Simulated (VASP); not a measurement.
Input of a VASP 6.6.1 run:

File INCAR:

```
SYSTEM = Sn4Se3
PREC = Accurate ; ENCUT = 520
EDIFF = 1E-6 ; ISMEAR = 0
SIGMA = 0.05 ; LREAL = .False.
LASPH = .True. ; NELM = 80
ALGO = Normal ; ISIF = 2
LWAVE = .False. ; LCHARG = .False.
LDIPOL = .True. ; IDIPOL = 3
DIPOL = 0.5 0.5 0.500 ; GGA = PS
NBANDS = 46 ; ISYM = 0
```

Contents of KPOINTS:

```
regular mesh
0
Gamma
  9 9 1
  0 0 0
```

Contents of POSCAR:

```
Sn4Se3
1.0
    4.2041099650      0.0000000000      0.0000000000
   -2.1020549825      3.6408660300      0.0000000000
    0.0000000000      0.0000000000     25.2979242369
Sn Se
4 3
Direct
    0.6666666667      0.3333333333      0.2963005321
    0.3333333333      0.6666666667      0.4323339073
    0.0000000000      0.0000000000      0.5676660929
    0.6666666667      0.3333333333      0.7036994664
    0.0000000000      0.0000000000      0.3582466691
    0.6666666667      0.3333333333      0.4999999993
    0.3333333333      0.6666666667      0.6417533329
```

Potentials or basis: VASP PAW PBE potentials, release 64 (Sn_d, Se).

Launch:

```sh
$ cat potpaw_PBE.64/Sn_d/POTCAR potpaw_PBE.64/Se/POTCAR > POTCAR
$ mpirun -np 1 vasp_std > vasp.out
```

Problem. Estimate the largest force.

Solution. 0.023 eV/Å.

Problem. Estimate the band gap on the k mesh.

Solution. Zero (bands 37 and 38 overlap by 0.39 eV).

Forces in eV/Å, atoms in the order of the input:
```
Sn   0.000  0.000 -0.020
Sn   0.000  0.000 -0.023
Sn   0.000  0.000  0.023
Sn   0.000  0.000  0.020
Se   0.000  0.000  0.016
Se   0.000  0.000  0.000
Se   0.000  0.000 -0.016
```

Caveat: the PAW data sets were made with another functional, which shifts forces and pressure a little; spin-orbit coupling is left out, which moves the levels of the heavy elements.
